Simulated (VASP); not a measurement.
# MgO (ae) (I4/mmm) in VASP: single point with PBEsol

Aim: the single point of MgO (ae) with PBEsol.

Everything below comes from runs of VASP 6.6.1. Logs are shortened: lines on timing, memory, paths and dates and some standing lists are left out, and cuts for length are marked.

## (1) The cell of the first run

Symmetry: I4/mmm, No. 139, tetragonal system. The conventional cell has a = 3.010 Å, b = 3.010 Å, c = 4.190 Å, α = 90.00°, β = 90.00°, γ = 90.00°. Mg (site symmetry 4/mmm) has 6 O at 2.09 to 2.13 Å within 2.8 Å. O (site symmetry 4/mmm) has 6 Mg at 2.09 to 2.13 Å within 2.8 Å.

## (2) Single point, PBEsol

File INCAR:

```
SYSTEM = MgO
  PREC = Accurate
  ENCUT = 600
  EDIFF = 1E-6
  ISMEAR = 0
  SIGMA = 0.01
  LREAL = .False.
  LASPH = .True.
  NELM = 120
  ALGO = Normal
  ISIF = 2
  LWAVE = .False.
  LCHARG = .False.
  GGA = PS
  NBANDS = 11
  GGA_COMPAT = .False.
```

File KPOINTS:

```
Automatic mesh
0
Gamma
  8 8 8
  0 0 0
```

File POSCAR:

```
MgO
1.0
    0.0000000000      2.1284518581      2.0948612435
    2.1284518581      0.0000000000      2.0948612435
    2.1284518581      2.1284518581      0.0000000000
Mg O
1 1
Direct
    0.0000000000      0.0000000000      0.0000000000
    0.5000000000      0.5000000000      0.5000000000
```

Potentials or basis: VASP PAW PBE potentials, release 64 (Mg, O).

Started as:

```
> cat potpaw_PBE.64/Mg/POTCAR potpaw_PBE.64/O/POTCAR > POTCAR
> mpirun -np 1 vasp_std > vasp.out
```

OUTCAR:

```text
SYSTEM = MgO
   PREC = Accurate
   ENCUT = 600
   EDIFF = 1E-6
   ISMEAR = 0
   LREAL = .False.
   LASPH = .True.
   NELM = 120
   ISIF = 2
   GGA = PS

 ion  position               nearest neighbor table
   1  0.000  0.000  0.000-   2 2.09   2 2.09   2 2.13   2 2.13   2 2.13   2 2.13
   2  0.500  0.500  0.500-   1 2.09   1 2.09   1 2.13   1 2.13   1 2.13   1 2.13

  LATTYP: Found a body centered tetragonal cell.
 ALAT       =     3.0100854846
 C/A-ratio  =     1.3918948510

  Lattice vectors:

 A1 = (   0.0000000000,  -2.1284518581,  -2.0948612435)
 A2 = (   0.0000000000,   2.1284518581,  -2.0948612435)
 A3 = (   2.1284518581,   0.0000000000,   2.0948612435)

Analysis of symmetry for initial positions (statically):
=====================================================================
 Subroutine PRICEL returns:
 Original cell was already a primitive cell.

 Routine SETGRP: Setting up the symmetry group for a
 body centered tetragonal supercell.

 Subroutine GETGRP returns: Found 16 space group operations
 (whereof 16 operations were pure point group operations)
 out of a pool of 16 trial point group operations.

The static configuration has the point symmetry D_4h.

Analysis of symmetry for dynamics (positions and initial velocities):
=====================================================================
 Subroutine PRICEL returns:
 Original cell was already a primitive cell.

 Routine SETGRP: Setting up the symmetry group for a
 body centered tetragonal supercell.

 Subroutine GETGRP returns: Found 16 space group operations
 (whereof 16 operations were pure point group operations)
 out of a pool of 16 trial point group operations.

The dynamic configuration has the point symmetry D_4h.

 Subroutine INISYM returns: Found 16 space group operations
 (whereof 16 operations are pure point group operations),
 and found     1 'primitive' translations

----------------------------------------------------------------------------------------

                                     Primitive cell

  volume of cell :      18.9807

  direct lattice vectors                    reciprocal lattice vectors
     0.000000000  2.128451858  2.094861244    -0.234912525  0.234912525  0.238679293
     2.128451858  0.000000000  2.094861244     0.234912525 -0.234912525  0.238679293
     2.128451858  2.128451858  0.000000000     0.234912525  0.234912525 -0.238679293

  length of vectors
     2.986427789  2.986427789  3.010085485     0.409066735  0.409066735  0.409066735

  position of ions in fractional coordinates (direct lattice)
[... 83 lines left out ...]
   IBRION =     -1    ionic relax: 0-MD 1-quasi-New 2-CG
   NFREE  =      0    steps in history (QN), initial steepest desc. (CG)
   ISIF   =      2    stress and relaxation
   ISYM   =      2    0-nonsym 1-usesym 2-fastsym
   POTIM  = 0.5000    time-step for ionic-motion
   TEBEG  =    0.0;   TEEND  =   0.0 temperature during run
   PSTRESS=    0.0 pullay stress
   NELECT =       8.0000    total number of electrons
   NUPDOWN=      -1.0000    fix difference up-down
   EMIN   =  10.00;   EMAX   =-10.00  energy-range for DOS
   EFERMI =   0.00;   METHOD = LEGACY
   ISMEAR =     0;   SIGMA  =   0.01  broadening in eV -4-tet -1-fermi 0-gaus
   EFERMI_NEDOS =   21; number of points for ismear=-14 and -15
   IALGO  =     38    algorithm
   IMIX   =      4    mixing-type and parameters
     AMIX     =   0.40;   BMIX     =  1.00
     AMIX_MAG =   1.60;   BMIX_MAG =  1.00
  volume/ion in A,a.u.               =       9.49        64.04
  Fermi-wavevector in a.u.,A,eV,Ry     =   1.227441  2.319527 20.498683  1.506611
  Thomas-Fermi vector in A             =   2.362404
   LORBIT       =      0    0 simple, 1 ext, 2 COOP (PROOUT), +10 PAW based schemes
   GGA     = PS    functional components
   LHFCALC =     F    Hartree Fock is set to
   AEXX    =    0.0000 exact exchange contribution
   IVDW    =     0    specifies the selected vdW correction
   LEPSILON=     F    determine dielectric tensor
   LRPA    =     F    only Hartree local field effects (RPA)
 non-spin polarized calculation
 Gauss-broadening in eV      SIGMA  =   0.01
  energy-cutoff  :      600.00
  volume of cell :       18.98
 maximum number of plane-waves:       644
   NGX = 11   NGY = 11   NGZ = 13

 number of electron       8.0000005 magnetization

 Free energy of the ion-electron system (eV)
  ---------------------------------------------------
  ext. energy  EPLUGINS =         0.00000000
  ---------------------------------------------------
  free energy    TOTEN  =       -12.51098532 eV

  energy without entropy =      -12.51098532  energy(sigma->0) =      -12.51098532

 E-fermi :   3.1276     XC(G=0): -11.2332

 val. band max:        2.9589704506   @ k =   0.0000   0.0000   0.0000
 cond. band min:       7.4294607126   @ k =   0.0000   0.0000   0.0000
 fundamental gap:      4.4704902620
 Fermi energy:         3.1276033598

 k-point     1 :       0.0000    0.0000    0.0000
  band No.  band energies     occupation
      1     -14.1769      2.00000
      2       2.9224      2.00000
      3       2.9590      2.00000
      4       2.9590      2.00000
      5       7.4295      0.00000
      6      18.4408      0.00000
      7      18.4408      0.00000
      8      18.6072      0.00000
      9      22.2972      0.00000
     10      23.9021      0.00000
     11      24.4231      0.00000
[... 309 lines left out ...]
 k-point    24 :       0.3750    0.0000    0.1250
  band No.  band energies     occupation
      1     -13.1853      2.00000
      2      -0.6374      2.00000
      3       2.0889      2.00000
      4       2.2661      2.00000
      5      10.9983      0.00000
      6      14.6417      0.00000
      7      17.9676      0.00000
      8      19.6284      0.00000
      9      21.9643      0.00000
     10      25.1657      0.00000
     11      26.0191      0.00000

 [... further k-points ...]
[... 5 lines left out ...]
  --------------------------------------------------------------------------------------
  -------------------------------------------------------------------------------------
  Total       -0.4597821     -0.4597821     -0.0968085      0.0000000      0.0000000      0.0000000
  in kB      -38.8105466    -38.8105466     -8.1716751      0.0000000      0.0000000      0.0000000
  external PRESSURE =     -28.5975895 kB  Pullay stress =       0.0000000 kB

 VOLUME and BASIS-vectors are now :
 -----------------------------------------------------------------------------
  energy-cutoff  :      600.00
  volume of cell :       18.98
      direct lattice vectors                 reciprocal lattice vectors
     0.000000000  2.128451858  2.094861244    -0.234912525  0.234912525  0.238679293
     2.128451858  0.000000000  2.094861244     0.234912525 -0.234912525  0.238679293
     2.128451858  2.128451858  0.000000000     0.234912525  0.234912525 -0.238679293

 POSITION                                       TOTAL-FORCE (eV/Angst)
 -----------------------------------------------------------------------------------
      0.00000      0.00000      0.00000        -0.000000     -0.000000      0.000000
      2.12845      2.12845      2.09486         0.000000      0.000000     -0.000000
 -----------------------------------------------------------------------------------
    total drift:                               -0.000000     -0.000000      0.000000

  FREE ENERGIE OF THE ION-ELECTRON SYSTEM (eV)
  ---------------------------------------------------
  free  energy   TOTEN  =       -12.5109853190 eV

  energy  without entropy=      -12.5109853190  energy(sigma->0) =      -12.51098532
```

OSZICAR:

```text
N       E                     dE             d eps       ncg     rms          rms(c)
DAV:   1     0.187662859464E+02    0.18766E+02   -0.49690E+03  1402   0.734E+02
DAV:   2    -0.130740337096E+02   -0.31840E+02   -0.30448E+02  1508   0.148E+02
DAV:   3    -0.138911496848E+02   -0.81712E+00   -0.81605E+00  1564   0.210E+01
DAV:   4    -0.138934193882E+02   -0.22697E-02   -0.22696E-02  1424   0.122E+00
DAV:   5    -0.138934266737E+02   -0.72855E-05   -0.72854E-05  1544   0.693E-02    0.665E+00
DAV:   6    -0.125492060839E+02    0.13442E+01   -0.77331E+00  1340   0.151E+01    0.222E+00
DAV:   7    -0.125249398054E+02    0.24266E-01   -0.51885E-02  1430   0.211E+00    0.131E+00
DAV:   8    -0.125113977349E+02    0.13542E-01   -0.25210E-02  1346   0.180E+00    0.229E-01
DAV:   9    -0.125110961280E+02    0.30161E-03   -0.36934E-04  1472   0.137E-01    0.144E-01
DAV:  10    -0.125109861311E+02    0.11000E-03   -0.46352E-04  1457   0.165E-01    0.538E-03
DAV:  11    -0.125109853190E+02    0.81209E-06   -0.43980E-06  1436   0.149E-02
   1 F= -.12510985E+02 E0= -.12510985E+02  d E =-.695386-128
```

stdout:

```text
POSCAR found type information on POSCAR MgO
 POSCAR found :  2 types and       2 ions
 scaLAPACK will be used
 -----------------------------------------------------------------------------
|                                                                             |
|                                                                             |
|     You enforced a specific xc type in the INCAR file but a different       |
|     I HOPE YOU KNOW WHAT YOU ARE DOING!                                     |
|                                                                             |
 -----------------------------------------------------------------------------

 LDA part: xc-table for (Slater+PW92), standard interpolation
 POSCAR, INCAR and KPOINTS ok, starting setup
 FFT: planning ... GRIDC
 FFT: planning ... GRID_SOFT
 FFT: planning ... GRID
 WAVECAR not read
 entering main loop
```

Wall time 6.3 s (1 thread of AMD EPYC 9R45 (Zen 5), shared host); peak memory 0.12 GiB.

Results:

| Quantity | Value |
| --- | --- |
| Free energy | -12.5110 eV |
| Pressure | -2.9 GPa |
| Band gap on the k mesh | 4.47 eV, direct |

Caveat: the PAW data sets were made with another functional, which shifts forces and pressure a little. As with any semilocal functional, this PBEsol gap is likely too small.
